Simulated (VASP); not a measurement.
# GaAs (pbe) (F-43m) in VASP: a series of runs

Runs on GaAs (pbe). Level: PBE. Tasks: single point, relaxation of cell and atoms.

Program: VASP 6.6.1. These are calculated values, not measurements. Logs are shortened: lines on timing, memory, paths and dates and some standing lists are left out, and cuts for length are marked.

## Step 1: The cell of the first run

It takes space group F-43m (No. 216, cubic). The conventional cell has a = 5.746 Å, b = 5.746 Å, c = 5.746 Å, α = 90.00°, β = 90.00°, γ = 90.00°. Ga (site symmetry -43m) has 4 As at 2.49 Å within 3.3 Å. As (site symmetry -43m) has 4 Ga at 2.49 Å within 3.3 Å.

## Step 2: Single point, PBE

The input, INCAR:

```
SYSTEM = GaAs
PREC = Accurate
ENCUT = 500
EDIFF = 1E-6
ISMEAR = 0
SIGMA = 0.01
LREAL = .False.
LASPH = .True.
NELM = 120
ALGO = Normal
ISIF = 2
LWAVE = .False.
LCHARG = .False.
GGA = PE
NBANDS = 16
GGA_COMPAT = .False.
```

The input, KPOINTS:

```
Automatic mesh
0
Gamma
  10 10 10
  0 0 0
```

The input, POSCAR:

```
GaAs
1.0
    0.0000000000      2.8729505878      2.8729505878
    2.8729505878      0.0000000000      2.8729505878
    2.8729505878      2.8729505878      0.0000000000
Ga As
1 1
Direct
    0.0000000000      0.0000000000      0.0000000000
    0.2500000000      0.2500000000      0.2500000000
```

Potentials or basis: VASP PAW PBE potentials, release 64 (Ga_d, As).

Launch:

```sh
$ cat potpaw_PBE.64/Ga_d/POTCAR potpaw_PBE.64/As/POTCAR > POTCAR
$ mpirun -np 1 vasp_std > vasp.out
```

OUTCAR:

```text
SYSTEM = GaAs
   PREC = Accurate
   ENCUT = 500
   EDIFF = 1E-6
   ISMEAR = 0
   LREAL = .False.
   LASPH = .True.
   NELM = 120
   ISIF = 2
   GGA = PE

 ion  position               nearest neighbor table
   1  0.000  0.000  0.000-   2 2.49   2 2.49   2 2.49   2 2.49
   2  0.250  0.250  0.250-   1 2.49   1 2.49   1 2.49   1 2.49

  LATTYP: Found a face centered cubic cell.
 ALAT       =     5.7459011756

  Lattice vectors:

 A1 = (   0.0000000000,   2.8729505878,   2.8729505878)
 A2 = (   2.8729505878,   0.0000000000,   2.8729505878)
 A3 = (   2.8729505878,   2.8729505878,   0.0000000000)

Analysis of symmetry for initial positions (statically):
=====================================================================
 Subroutine PRICEL returns:
 Original cell was already a primitive cell.

 Routine SETGRP: Setting up the symmetry group for a
 face centered cubic supercell.

 Subroutine GETGRP returns: Found 24 space group operations
 (whereof 24 operations were pure point group operations)
 out of a pool of 48 trial point group operations.

The static configuration has the point symmetry T_d .

Analysis of symmetry for dynamics (positions and initial velocities):
=====================================================================
 Subroutine PRICEL returns:
 Original cell was already a primitive cell.

 Routine SETGRP: Setting up the symmetry group for a
 face centered cubic supercell.

 Subroutine GETGRP returns: Found 24 space group operations
 (whereof 24 operations were pure point group operations)
 out of a pool of 48 trial point group operations.

The dynamic configuration has the point symmetry T_d .

 Subroutine INISYM returns: Found 24 space group operations
 (whereof 24 operations are pure point group operations),
 and found     1 'primitive' translations

----------------------------------------------------------------------------------------

                                     Primitive cell

  volume of cell :      47.4258

  direct lattice vectors                    reciprocal lattice vectors
     0.000000000  2.872950588  2.872950588    -0.174037104  0.174037104  0.174037104
     2.872950588  0.000000000  2.872950588     0.174037104 -0.174037104  0.174037104
     2.872950588  2.872950588  0.000000000     0.174037104  0.174037104 -0.174037104

  length of vectors
     4.062965685  4.062965685  4.062965685     0.301441106  0.301441106  0.301441106

  position of ions in fractional coordinates (direct lattice)
     0.000000000  0.000000000  0.000000000
     0.250000000  0.250000000  0.250000000

  ion indices of the primitive-cell ions
   primitive index   ion index
                 1           1
                 2           2

----------------------------------------------------------------------------------------

 KPOINTS: Automatic mesh

Automatic generation of k-mesh.
 Grid dimensions read from file:
 generate k-points for:   10   10   10

 Generating k-lattice:

  Cartesian coordinates                     Fractional coordinates (reciprocal lattice)
    -0.017403710  0.017403710  0.017403710     0.100000000  0.000000000  0.000000000
     0.017403710 -0.017403710  0.017403710     0.000000000  0.100000000  0.000000000
     0.017403710  0.017403710 -0.017403710     0.000000000  0.000000000  0.100000000

  Length of vectors
     0.030144111  0.030144111  0.030144111

  Shift w.r.t. Gamma in fractional coordinates (k-lattice)
     0.000000000  0.000000000  0.000000000

 Subroutine IBZKPT returns following result:
 ===========================================

 Found     47 irreducible k-points:

 Following reciprocal coordinates:
            Coordinates               Weight
  0.000000  0.000000  0.000000      1.000000
  0.100000  0.000000  0.000000      8.000000
  0.200000  0.000000  0.000000      8.000000
  0.300000  0.000000  0.000000      8.000000
  0.400000  0.000000  0.000000      8.000000
  0.500000  0.000000  0.000000      4.000000
[... 16 lines left out ...]
  0.300000  0.300000  0.000000      6.000000
  0.400000  0.300000  0.000000     24.000000
 [... further k-points ...]
   k-points           NKPTS =     47   k-points in BZ     NKDIM =     47   number of bands    NBANDS=     16
   number of dos      NEDOS =    301   number of ions     NIONS =      2
   total plane-waves  NPLWV =  27000
   dimension x,y,z NGX =    30 NGY =   30 NGZ =   30
   dimension x,y,z NGXF=    60 NGYF=   60 NGZF=   60
   ions per type =               1   1
   NGX,Y,Z   is equivalent  to a cutoff of  12.28, 12.28, 12.28 a.u.
   NGXF,Y,Z  is equivalent  to a cutoff of  24.55, 24.55, 24.55 a.u.
 SYSTEM =  GaAs
   PREC   = accura    normal or accurate (medium, high low for compatibility)
   ISTART =      0    job   : 0-new  1-cont  2-samecut
   ICHARG =      2    charge: 1-file 2-atom 10-const
   ISPIN  =      1    spin polarized calculation?
   LNONCOLLINEAR =      F non collinear calculations
   LSORBIT =      F    spin-orbit coupling
   LASPH  =      T    aspherical Exc in radial PAW
   ENCUT  =  500.0 eV  36.75 Ry    6.06 a.u.   7.41  7.41  7.41*2*pi/ulx,y,z
   NELM   =    120;   NELMIN=  2; NELMDL= -5     # of ELM steps
   EDIFF  = 0.1E-05   stopping-criterion for ELM
   LREAL  =      F    real-space projection
   EDIFFG = 0.1E-04   stopping-criterion for IOM
   NSW    =      0    number of steps for IOM
   IBRION =     -1    ionic relax: 0-MD 1-quasi-New 2-CG
   NFREE  =      0    steps in history (QN), initial steepest desc. (CG)
   ISIF   =      2    stress and relaxation
   ISYM   =      2    0-nonsym 1-usesym 2-fastsym
   POTIM  = 0.5000    time-step for ionic-motion
   TEBEG  =    0.0;   TEEND  =   0.0 temperature during run
   PSTRESS=    0.0 pullay stress
   NELECT =      18.0000    total number of electrons
   NUPDOWN=      -1.0000    fix difference up-down
   EMIN   =  10.00;   EMAX   =-10.00  energy-range for DOS
   EFERMI =   0.00;   METHOD = LEGACY
   ISMEAR =     0;   SIGMA  =   0.01  broadening in eV -4-tet -1-fermi 0-gaus
   EFERMI_NEDOS =   21; number of points for ismear=-14 and -15
   IALGO  =     38    algorithm
   IMIX   =      4    mixing-type and parameters
     AMIX     =   0.40;   BMIX     =  1.00
     AMIX_MAG =   1.60;   BMIX_MAG =  1.00
  volume/ion in A,a.u.               =      23.71       160.02
  Fermi-wavevector in a.u.,A,eV,Ry     =   1.185298  2.239888 19.115248  1.404931
  Thomas-Fermi vector in A             =   2.321494
   LORBIT       =      0    0 simple, 1 ext, 2 COOP (PROOUT), +10 PAW based schemes
   GGA     = PE    functional components
   LHFCALC =     F    Hartree Fock is set to
   AEXX    =    0.0000 exact exchange contribution
   IVDW    =     0    specifies the selected vdW correction
   LEPSILON=     F    determine dielectric tensor
   LRPA    =     F    only Hartree local field effects (RPA)
 non-spin polarized calculation
 Gauss-broadening in eV      SIGMA  =   0.01
  energy-cutoff  :      500.00
  volume of cell :       47.43
 maximum number of plane-waves:      1243
 NGX is ok and might be reduce to    30
   NGX = 15   NGY = 15   NGZ = 15

 number of electron      17.9999987 magnetization

 Free energy of the ion-electron system (eV)
  ---------------------------------------------------
  ext. energy  EPLUGINS =         0.00000000
  ---------------------------------------------------
  free energy    TOTEN  =        -8.27514580 eV

  energy without entropy =       -8.27514580  energy(sigma->0) =       -8.27514580

 E-fermi :   3.5569     XC(G=0):  -9.3716

 val. band max:        3.4871296201   @ k =   0.0000   0.0000   0.0000
 cond. band min:       3.6482444964   @ k =   0.0000   0.0000   0.0000
 fundamental gap:      0.1611148764
 Fermi energy:         3.5568968953

 k-point     1 :       0.0000    0.0000    0.0000
  band No.  band energies     occupation
      1     -11.2392      2.00000
      2     -11.2392      2.00000
      3     -11.2392      2.00000
      4     -11.1712      2.00000
      5     -11.1712      2.00000
      6      -8.9007      2.00000
[... 8 lines left out ...]
     15      13.4901      0.00000
     16      13.4901      0.00000

 k-point     2 :       0.1000    0.0000    0.0000
  band No.  band energies     occupation
      1     -11.2461      2.00000
      2     -11.2372      2.00000
      3     -11.2372      2.00000
      4     -11.1713      2.00000
      5     -11.1713      2.00000
      6      -8.7914      2.00000
[... 8 lines left out ...]
     15      12.8591      0.00000
     16      12.8591      0.00000

 k-point     3 :       0.2000    0.0000    0.0000
  band No.  band energies     occupation
      1     -11.2634      2.00000
      2     -11.2324      2.00000
      3     -11.2324      2.00000
      4     -11.1712      2.00000
      5     -11.1712      2.00000
      6      -8.4778      2.00000
[... 8 lines left out ...]
     15      12.3849      0.00000
     16      12.4187      0.00000

 k-point     4 :       0.3000    0.0000    0.0000
  band No.  band energies     occupation
      1     -11.2833      2.00000
      2     -11.2272      2.00000
      3     -11.2272      2.00000
      4     -11.1703      2.00000
      5     -11.1703      2.00000
      6      -8.0105      2.00000
[... 8 lines left out ...]
     15      12.7279      0.00000
     16      12.7279      0.00000
[... 324 lines left out ...]
 k-point    22 :      -0.2000    0.2000    0.0000
  band No.  band energies     occupation
      1     -11.2893      2.00000
      2     -11.2244      2.00000
      3     -11.2227      2.00000
      4     -11.1736      2.00000
      5     -11.1694      2.00000
      6      -7.8486      2.00000
[... 8 lines left out ...]
     15      13.8698      0.00000
     16      14.5438      0.00000

 k-point    23 :       0.3000    0.3000    0.0000
  band No.  band energies     occupation
      1     -11.3049      2.00000
      2     -11.2125      2.00000
      3     -11.2125      2.00000
      4     -11.1839      2.00000
      5     -11.1641      2.00000
      6      -7.6966      2.00000
[... 8 lines left out ...]
     15      14.8898      0.00000
     16      15.6238      0.00000

 k-point    24 :       0.4000    0.3000    0.0000
  band No.  band energies     occupation
      1     -11.3154      2.00000
      2     -11.2087      2.00000
      3     -11.2075      2.00000
      4     -11.1855      2.00000
      5     -11.1630      2.00000
      6      -7.2940      2.00000
[... 8 lines left out ...]
     15      15.5513      0.00000
     16      15.9806      0.00000

 [... further k-points ...]
[... 5 lines left out ...]
  --------------------------------------------------------------------------------------
  -------------------------------------------------------------------------------------
  Total        0.0360627      0.0360627      0.0360627      0.0000000      0.0000000      0.0000000
  in kB        1.2183014      1.2183014      1.2183014      0.0000000      0.0000000      0.0000000
  external PRESSURE =       1.2183014 kB  Pullay stress =       0.0000000 kB

 VOLUME and BASIS-vectors are now :
 -----------------------------------------------------------------------------
  energy-cutoff  :      500.00
  volume of cell :       47.43
      direct lattice vectors                 reciprocal lattice vectors
     0.000000000  2.872950588  2.872950588    -0.174037104  0.174037104  0.174037104
     2.872950588  0.000000000  2.872950588     0.174037104 -0.174037104  0.174037104
     2.872950588  2.872950588  0.000000000     0.174037104  0.174037104 -0.174037104

 POSITION                                       TOTAL-FORCE (eV/Angst)
 -----------------------------------------------------------------------------------
      0.00000      0.00000      0.00000        -0.000000     -0.000000     -0.000000
      1.43648      1.43648      1.43648         0.000000      0.000000      0.000000
 -----------------------------------------------------------------------------------
    total drift:                                0.000000      0.000000      0.000000

  FREE ENERGIE OF THE ION-ELECTRON SYSTEM (eV)
  ---------------------------------------------------
  free  energy   TOTEN  =        -8.2751458015 eV

  energy  without entropy=       -8.2751458015  energy(sigma->0) =       -8.27514580
```

It took 33 s on 1 thread of AMD EPYC 7R43 (Zen 3), shared host; peak memory 0.15 GiB.

Results:

```
Free energy            : -8.2751 eV
Pressure               : 0.1 GPa
Band gap on the k mesh : 0.16 eV, direct
```

## Step 3: Single point, PBE

The input, INCAR:

```
SYSTEM = GaAs
PREC = Accurate ; ENCUT = 500
EDIFF = 1E-6 ; ISMEAR = 0
SIGMA = 0.02 ; LREAL = .False.
LASPH = .True. ; NELM = 120
ALGO = Normal ; ISIF = 2
LWAVE = .False. ; LCHARG = .True.
GGA = PE ; LELF = .True.
LVHAR = .True. ; NBANDS = 16
GGA_COMPAT = .False.
```

The input, KPOINTS:

```
regular mesh
0
Gamma
  12 12 12
  0 0 0
```

POSCAR is that of step 2.

Potentials or basis: VASP PAW PBE potentials, release 64 (Ga_d, As).

Launch:

```sh
$ cat potpaw_PBE.64/Ga_d/POTCAR potpaw_PBE.64/As/POTCAR > POTCAR
$ mpirun -np 1 vasp_std > vasp.out
```

It took 46 s on 1 thread of AMD EPYC 7R43 (Zen 3), shared host; peak memory 0.17 GiB.

Results (log left out):

| Quantity | Value |
| --- | --- |
| Free energy | -8.2762 eV |
| Pressure | 0.1 GPa |
| Band gap on the k mesh | 0.16 eV, direct |

Levels at points of the mesh, in eV from the valence-band top:
```tsv
k point	band 5	band 6	band 7	band 8	band 9	band 10	band 11	band 12	band 13	band 14
(0.00, 0.00, 0.00)	-14.66	-12.39	0.00	0.00	0.00	0.16	3.72	3.72	3.72	7.44
(0.50, 0.00, 0.00)	-14.65	-10.77	-6.38	-1.07	-1.07	0.87	4.62	4.62	7.70	10.04
(0.50, 0.50, 0.00)	-14.65	-10.09	-6.60	-2.51	-2.51	1.55	1.68	9.79	9.79	10.55
```

## Step 4: Relaxation of cell and atoms, PBE

This run uses another cell than the first one, of 22.58 Å³/atom, 0.952 times its volume.

The input, INCAR:

```
SYSTEM = GaAs
ALGO = Normal
EDIFF = 1E-7
EDIFFG = -0.002
ENCUT = 500
GGA = PE
GGA_COMPAT = .False.
IBRION = 2
ISIF = 3
ISMEAR = 0
LASPH = .True.
LCHARG = .False.
LREAL = .False.
LWAVE = .False.
NELM = 120
NELMIN = 4
NSW = 100
PREC = Accurate
SIGMA = 0.02
```

The input, KPOINTS:

```
k-points
0
Gamma
  12 12 12
  0 0 0
```

The input, POSCAR:

```
GaAs
1.0
    0.0000000000      2.8265000000      2.8265000000
    2.8265000000      0.0000000000      2.8265000000
    2.8265000000      2.8265000000      0.0000000000
Ga As
1 1
Direct
    0.0000000000      0.0000000000      0.0000000000
    0.2500000000      0.2500000000      0.2500000000
```

Launch:

```sh
$ cat potpaw_PBE.64/Ga_d/POTCAR potpaw_PBE.64/As/POTCAR > POTCAR
$ mpirun -np 1 vasp_std > vasp.out
```

It took 3.1 min on 1 thread of AMD EPYC 7R43 (Zen 3), shared host; peak memory 0.16 GiB.

The run converged. Its results:

- Free energy: -8.2760 eV
- Relaxed volume: 23.76 Å³/atom
- Relaxed cell: a = 4.066 Å, b = 4.066 Å, c = 4.066 Å, α = 60.00°, β = 60.00°, γ = 60.00°
- Space group after relaxing (to 0.05 Å): F-43m (No. 216)
- Energy gained by relaxing: 12.3 meV/atom
- Ionic steps: 3
- Pressure after relaxing: 0.0 GPa
- Band gap on the k mesh: 0.15 eV, direct

Step by step:
| step | energy change (eV) | largest force (eV/Å) | pressure (GPa) | volume (Å³) |
| --- | --- | --- | --- | --- |
| 1 | 0.0000 | 0.0000 | 3.51 | 45.16 |
| 2 | -0.0212 | 0.0000 | -1.11 | 48.47 |
| 3 | -0.0247 | 0.0000 | -0.01 | 47.53 |

Final structure:
```
Ga As
1.0
     0.00000    2.87500    2.87500
     2.87500    0.00000    2.87500
     2.87500    2.87500    0.00000
Ga As
1 1
Direct
  0.00000 0.00000 0.00000
  0.25000 0.25000 0.25000
```

Levels at points of the mesh, in eV from the valence-band top:
| k point | band 6 | band 7 | band 8 | band 9 | band 10 | band 11 | band 12 | band 13 |
| --- | --- | --- | --- | --- | --- | --- | --- | --- |
| (0.00, 0.00, 0.00) | -12.37 | 0.00 | 0.00 | 0.00 | 0.15 | 3.72 | 3.72 | 3.72 |
| (0.50, 0.00, 0.00) | -10.76 | -6.37 | -1.07 | -1.07 | 0.86 | 4.62 | 4.62 | 7.70 |
| (0.50, 0.50, 0.00) | -10.09 | -6.59 | -2.50 | -2.50 | 1.56 | 1.68 | 9.77 | 9.77 |

## Step 5: The runs side by side

```tsv
task	cell	k mesh	smearing	gap on the mesh (eV)	pressure (GPa)
single point	a = 4.063 Å, angles 60.0°, 2 atoms	10 × 10 × 10	gaussian 0.01 eV	0.16	0.1
single point	a = 4.063 Å, angles 60.0°, 2 atoms	12 × 12 × 12	gaussian 0.02 eV	0.16	0.1
relaxation of cell and atoms	relaxed from a = 3.997 Å, angles 60.0°, 2 atoms	12 × 12 × 12	gaussian 0.02 eV	0.15	0.0
```

Alike in all rows: level PBE; potentials or basis VASP PAW PBE potentials, release 64 (Ga_d, As); no spin polarisation; cutoff (eV) 500.

Absolute energies hang on the potentials; compare differences alone.
